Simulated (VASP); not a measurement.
# PbS (Pm-3m) in VASP: further runs

Aim: see how the results for PbS move with the level of theory and the settings. Levels: PBE, HSE06. Tasks: relaxation of cell and atoms, single point.

Program: VASP 6.6.1. These are calculated values, not measurements. Logs are shortened: lines on timing, memory, paths and dates and some standing lists are left out, and cuts for length are marked.

## 1. The cell of the first run

It takes space group Pm-3m (No. 221, cubic). The conventional cell has a = 3.654 Å, b = 3.654 Å, c = 3.654 Å, α = 90.00°, β = 90.00°, γ = 90.00°. Pb (site symmetry m-3m) has 8 S at 3.16 Å and 6 Pb at 3.65 Å within 4.2 Å. S (site symmetry m-3m) has 8 Pb at 3.16 Å and 6 S at 3.65 Å within 4.2 Å.

## 2. Relaxation of cell and atoms, PBE

INCAR reads:

```
ALGO = Normal
EDIFF = 1E-7
EDIFFG = -0.01
ENCUT = 600
GGA = PE
IBRION = 2
ISIF = 3
ISMEAR = -1
LASPH = T
LCHARG = F
LREAL = F
LWAVE = F
NELM = 80
NSW = 60
PREC = Accurate
SIGMA = 0.05
```

KPOINTS reads:

```
k-points
0
Gamma
  7 7 7
```

POSCAR reads:

```
PbS
1.0
    3.6536590000      0.0000000000      0.0000000000
    0.0000000000      3.6536590000      0.0000000000
    0.0000000000      0.0000000000      3.6536590000
Pb S
1 1
Direct
    0.0000000000      0.0000000000      0.0000000000
    0.5000000000      0.5000000000      0.5000000000
```

Potentials or basis: VASP PAW PBE potentials, release 64 (Pb_d, S).

Launch:

```console
cat potpaw_PBE.64/Pb_d/POTCAR potpaw_PBE.64/S/POTCAR > POTCAR
mpirun -np 1 vasp_std > vasp.out
```

OUTCAR:

```text
EDIFF = 1E-7
   EDIFFG = -0.01
   ENCUT = 600
   GGA = PE
   IBRION = 2
   ISIF = 3
   ISMEAR = -1
   LASPH = T
   LREAL = F
   NELM = 80
   NSW = 60
   PREC = Accurate

 ion  position               nearest neighbor table
   1  0.000  0.000  0.000-   2 3.16   2 3.16   2 3.16   2 3.16   2 3.16   2 3.16   2 3.16   2 3.16

   2  0.500  0.500  0.500-   1 3.16   1 3.16   1 3.16   1 3.16   1 3.16   1 3.16   1 3.16   1 3.16

  LATTYP: Found a simple cubic cell.
 ALAT       =     3.6536590000

  Lattice vectors:

 A1 = (   3.6536590000,   0.0000000000,   0.0000000000)
 A2 = (   0.0000000000,   3.6536590000,   0.0000000000)
 A3 = (   0.0000000000,   0.0000000000,   3.6536590000)

Analysis of symmetry for initial positions (statically):
=====================================================================
 Subroutine PRICEL returns:
 Original cell was already a primitive cell.

 Routine SETGRP: Setting up the symmetry group for a
 simple cubic supercell.

 Subroutine GETGRP returns: Found 48 space group operations
 (whereof 48 operations were pure point group operations)
 out of a pool of 48 trial point group operations.

The static configuration has the point symmetry O_h .

Analysis of symmetry for dynamics (positions and initial velocities):
=====================================================================
 Subroutine PRICEL returns:
 Original cell was already a primitive cell.

 Routine SETGRP: Setting up the symmetry group for a
 simple cubic supercell.

 Subroutine GETGRP returns: Found 48 space group operations
 (whereof 48 operations were pure point group operations)
 out of a pool of 48 trial point group operations.

The dynamic configuration has the point symmetry O_h .

 Subroutine INISYM returns: Found 48 space group operations
 (whereof 48 operations are pure point group operations),
 and found     1 'primitive' translations

----------------------------------------------------------------------------------------

                                     Primitive cell

  volume of cell :      48.7735

  direct lattice vectors                    reciprocal lattice vectors
     3.653659000  0.000000000  0.000000000     0.273698230  0.000000000  0.000000000
     0.000000000  3.653659000  0.000000000     0.000000000  0.273698230  0.000000000
     0.000000000  0.000000000  3.653659000     0.000000000  0.000000000  0.273698230

  length of vectors
     3.653659000  3.653659000  3.653659000     0.273698230  0.273698230  0.273698230

  position of ions in fractional coordinates (direct lattice)
     0.000000000  0.000000000  0.000000000
     0.500000000  0.500000000  0.500000000

  ion indices of the primitive-cell ions
   primitive index   ion index
                 1           1
                 2           2

----------------------------------------------------------------------------------------

 KPOINTS: k-points

Automatic generation of k-mesh.
 Grid dimensions read from file:
 generate k-points for:    7    7    7

 Generating k-lattice:

  Cartesian coordinates                     Fractional coordinates (reciprocal lattice)
     0.039099747  0.000000000  0.000000000     0.142857143  0.000000000  0.000000000
     0.000000000  0.039099747  0.000000000     0.000000000  0.142857143  0.000000000
     0.000000000  0.000000000  0.039099747     0.000000000  0.000000000  0.142857143

  Length of vectors
     0.039099747  0.039099747  0.039099747

  Shift w.r.t. Gamma in fractional coordinates (k-lattice)
     0.000000000  0.000000000  0.000000000

 Subroutine IBZKPT returns following result:
 ===========================================

 Found     20 irreducible k-points:

 Following reciprocal coordinates:
            Coordinates               Weight
  0.000000  0.000000  0.000000      1.000000
  0.142857  0.000000  0.000000      6.000000
  0.285714  0.000000  0.000000      6.000000
  0.428571  0.000000  0.000000      6.000000
  0.142857  0.142857  0.000000     12.000000
  0.285714  0.142857  0.000000     24.000000
[... 12 lines left out ...]
  0.428571  0.428571  0.285714     24.000000
  0.428571  0.428571  0.428571      8.000000
   k-points           NKPTS =     20   k-points in BZ     NKDIM =     20   number of bands    NBANDS=     14
   number of dos      NEDOS =    301   number of ions     NIONS =      2
   total plane-waves  NPLWV =  27000
   dimension x,y,z NGX =    30 NGY =   30 NGZ =   30
   dimension x,y,z NGXF=    60 NGYF=   60 NGZF=   60
   ions per type =               1   1
   NGX,Y,Z   is equivalent  to a cutoff of  13.65, 13.65, 13.65 a.u.
   NGXF,Y,Z  is equivalent  to a cutoff of  27.30, 27.30, 27.30 a.u.
 SYSTEM =  unknown system
   PREC   = accura    normal or accurate (medium, high low for compatibility)
   ISTART =      0    job   : 0-new  1-cont  2-samecut
   ICHARG =      2    charge: 1-file 2-atom 10-const
   ISPIN  =      1    spin polarized calculation?
   LNONCOLLINEAR =      F non collinear calculations
   LSORBIT =      F    spin-orbit coupling
   LASPH  =      T    aspherical Exc in radial PAW
   ENCUT  =  600.0 eV  44.10 Ry    6.64 a.u.   7.30  7.30  7.30*2*pi/ulx,y,z
   NELM   =     80;   NELMIN=  2; NELMDL= -5     # of ELM steps
   EDIFF  = 0.1E-06   stopping-criterion for ELM
   LREAL  =      F    real-space projection
   EDIFFG = -.1E-01   stopping-criterion for IOM
   NSW    =     60    number of steps for IOM
   IBRION =      2    ionic relax: 0-MD 1-quasi-New 2-CG
   NFREE  =      1    steps in history (QN), initial steepest desc. (CG)
   ISIF   =      3    stress and relaxation
   ISYM   =      2    0-nonsym 1-usesym 2-fastsym
   POTIM  = 0.5000    time-step for ionic-motion
   TEBEG  =    0.0;   TEEND  =   0.0 temperature during run
   PSTRESS=    0.0 pullay stress
   NELECT =      20.0000    total number of electrons
   NUPDOWN=      -1.0000    fix difference up-down
   EMIN   =  10.00;   EMAX   =-10.00  energy-range for DOS
   EFERMI =   0.00;   METHOD = LEGACY
   ISMEAR =    -1;   SIGMA  =   0.05  broadening in eV -4-tet -1-fermi 0-gaus
   EFERMI_NEDOS =   21; number of points for ismear=-14 and -15
   IALGO  =     38    algorithm
   IMIX   =      4    mixing-type and parameters
     AMIX     =   0.40;   BMIX     =  1.00
     AMIX_MAG =   1.60;   BMIX_MAG =  1.00
  volume/ion in A,a.u.               =      24.39       164.57
  Fermi-wavevector in a.u.,A,eV,Ry     =   1.216252  2.298383 20.126668  1.479268
  Thomas-Fermi vector in A             =   2.351612
   LORBIT       =      0    0 simple, 1 ext, 2 COOP (PROOUT), +10 PAW based schemes
   GGA     = PE    functional components
   LHFCALC =     F    Hartree Fock is set to
   AEXX    =    0.0000 exact exchange contribution
   IVDW    =     0    specifies the selected vdW correction
   LEPSILON=     F    determine dielectric tensor
   LRPA    =     F    only Hartree local field effects (RPA)
 conjugate gradient relaxation of ions
 non-spin polarized calculation
  energy-cutoff  :      600.00
  volume of cell :       48.77
 maximum number of plane-waves:      1647
 NGX is ok and might be reduce to    30
   NGX = 15   NGY = 15   NGZ = 15

 number of electron      19.9999998 magnetization

 Free energy of the ion-electron system (eV)
  ---------------------------------------------------
  ext. energy  EPLUGINS =         0.00000000
  ---------------------------------------------------
  free energy    TOTEN  =        -8.25606703 eV

  energy without entropy =       -8.24860191  energy(sigma->0) =       -8.25233447

 E-fermi :   6.0542     XC(G=0): -10.1703

 val. band max:        5.9707214493   @ k =   0.1429   0.1429   0.1429
 cond. band min:       6.0925555087   @ k =   0.4286   0.4286   0.4286
 fundamental gap:      0.1218340594
 Fermi energy:         6.0541857311

 k-point     1 :       0.0000    0.0000    0.0000
  band No.  band energies     occupation
      1     -10.8022      2.00000
      2     -10.8022      2.00000
      3     -10.5915      2.00000
      4     -10.5915      2.00000
      5     -10.5915      2.00000
      6      -7.0184      2.00000
      7      -0.6216      2.00000
      8       4.5236      2.00000
      9       4.5236      2.00000
     10       4.5236      2.00000
     11      11.6015      0.00000
     12      11.6015      0.00000
     13      12.6302      0.00000
     14      12.6302      0.00000

 k-point     2 :       0.1429    0.0000    0.0000
  band No.  band energies     occupation
      1     -10.8004      2.00000
      2     -10.7727      2.00000
      3     -10.6024      2.00000
      4     -10.6024      2.00000
      5     -10.5904      2.00000
      6      -6.8468      2.00000
      7      -0.9751      2.00000
      8       4.4988      2.00000
      9       4.6896      2.00000
     10       4.6896      2.00000
     11      10.7819      0.00000
     12      11.7533      0.00000
     13      12.1440      0.00000
     14      12.1440      0.00000

 k-point     3 :       0.2857    0.0000    0.0000
  band No.  band energies     occupation
      1     -10.7962      2.00000
      2     -10.7069      2.00000
      3     -10.6268      2.00000
      4     -10.6268      2.00000
      5     -10.5880      2.00000
      6      -6.3756      2.00000
      7      -1.8646      2.00000
      8       4.7543      2.00000
      9       5.1208      2.00000
     10       5.1208      2.00000
     11       8.8235      0.00000
     12      11.0711      0.00000
     13      11.0711      0.00000
     14      12.1828      0.00000

 k-point     4 :       0.4286    0.0000    0.0000
  band No.  band energies     occupation
      1     -10.7929      2.00000
      2     -10.6545      2.00000
      3     -10.6463      2.00000
      4     -10.6463      2.00000
      5     -10.5861      2.00000
      6      -5.8325      2.00000
      7      -2.7371      2.00000
      8       5.5525      1.99991
      9       5.5606      1.99990
     10       5.5606      1.99990
     11       7.0044      0.00000
     12      10.1855      0.00000
     13      10.1855      0.00000
     14      12.7173      0.00000

 k-point     5 :       0.1429    0.1429    0.0000
  band No.  band energies     occupation
      1     -10.7850      2.00000
      2     -10.7564      2.00000
      3     -10.6158      2.00000
      4     -10.6021      2.00000
      5     -10.6003      2.00000
      6      -6.6774      2.00000
      7      -1.1808      2.00000
      8       3.8071      2.00000
      9       4.8408      2.00000
     10       5.3626      2.00000
     11       9.9953      0.00000
[... 208 lines left out ...]
 k-point    18 :       0.4286    0.2857    0.2857
  band No.  band energies     occupation
      1     -10.7067      2.00000
      2     -10.6867      2.00000
      3     -10.6611      2.00000
      4     -10.6422      2.00000
      5     -10.5867      2.00000
      6      -5.0734      2.00000
      7      -1.3407      2.00000
      8       2.9273      2.00000
      9       3.6815      2.00000
     10       4.1496      2.00000
     11       7.0961      0.00000
     12       8.4351      0.00000
     13      10.0539      0.00000
     14      15.9130      0.00000

 k-point    19 :       0.4286    0.4286    0.2857
  band No.  band energies     occupation
      1     -10.7278      2.00000
      2     -10.6853      2.00000
      3     -10.6835      2.00000
      4     -10.6135      2.00000
      5     -10.5547      2.00000
      6      -4.8887      2.00000
      7      -0.7455      2.00000
      8       2.6861      2.00000
      9       2.9667      2.00000
     10       4.2751      2.00000
     11       6.9758      0.00000
     12       7.6265      0.00000
     13       8.6129      0.00000
     14      16.4087      0.00000

 k-point    20 :       0.4286    0.4286    0.4286
  band No.  band energies     occupation
      1     -10.7150      2.00000
      2     -10.7093      2.00000
      3     -10.7093      2.00000
      4     -10.5535      2.00000
      5     -10.5535      2.00000
      6      -4.7822      2.00000
      7      -0.1700      2.00000
      8       3.3251      2.00000
      9       3.5787      2.00000
     10       3.5787      2.00000
     11       6.0926      0.63409
     12       6.0926      0.63409
     13       6.9530      0.00000
     14      18.6279      0.00000

------------------------ aborting loop because EDIFF is reached ----------------------------------------

  FORCE on cell =-STRESS in cart. coord.  units (eV):
  Direction    XX          YY          ZZ          XY          YZ          ZX
  --------------------------------------------------------------------------------------
  -------------------------------------------------------------------------------------
  Total       -0.0105770     -0.0105770     -0.0105770      0.0000000     -0.0000000      0.0000000
  in kB       -0.3474488     -0.3474488     -0.3474488      0.0000000     -0.0000000      0.0000000
  external PRESSURE =      -0.3474488 kB  Pullay stress =       0.0000000 kB

 VOLUME and BASIS-vectors are now :
 -----------------------------------------------------------------------------
  energy-cutoff  :      600.00
  volume of cell :       48.77
      direct lattice vectors                 reciprocal lattice vectors
     3.653659000  0.000000000  0.000000000     0.273698230  0.000000000  0.000000000
     0.000000000  3.653659000  0.000000000     0.000000000  0.273698230  0.000000000
     0.000000000  0.000000000  3.653659000     0.000000000  0.000000000  0.273698230

 POSITION                                       TOTAL-FORCE (eV/Angst)
 -----------------------------------------------------------------------------------
      0.00000      0.00000      0.00000         0.000000      0.000000      0.000000
      1.82683      1.82683      1.82683         0.000000      0.000000      0.000000
 -----------------------------------------------------------------------------------
    total drift:                                0.000000     -0.000000     -0.000000

  FREE ENERGIE OF THE ION-ELECTRON SYSTEM (eV)
  ---------------------------------------------------
  free  energy   TOTEN  =        -8.2560670323 eV

  energy  without entropy=       -8.2486019105  energy(sigma->0) =       -8.25233447

 reached required accuracy - stopping structural energy minimisation
```

It took 18 s on 1 thread of Intel Xeon Platinum 8259CL at 2.50GHz (Skylake/Cascade Lake), shared host; peak memory 0.17 GiB.

Results:

```yaml
Free_energy: -8.2561 eV
Pressure_after_relaxing: 0.0 GPa
Band_gap_on_the_k_mesh: 0.12 eV (least direct gap 1.44 eV)
```

Final structure:
```
Pb S
1.0
     3.65366    0.00000    0.00000
     0.00000    3.65366    0.00000
     0.00000    0.00000    3.65366
Pb S
1 1
Cartesian
  0.0000 0.0000 0.0000
  1.8268 1.8268 1.8268
```

Levels at points of the mesh, in eV from the valence-band top:
```csv
k point,band 6,band 7,band 8,band 9,band 10,band 11,band 12,band 13,band 14
"(0.00, 0.00, 0.00)",-12.99,-6.59,-1.45,-1.45,-1.45,5.63,5.63,6.66,6.66
```

Caveat: the relaxation stopped at its first step, so nothing moved; spin-orbit coupling is left out, which moves the levels of the heavy elements; an odd mesh through Γ misses points on the zone boundary, where band edges can lie.

(Part 1 of 2 ends here.)
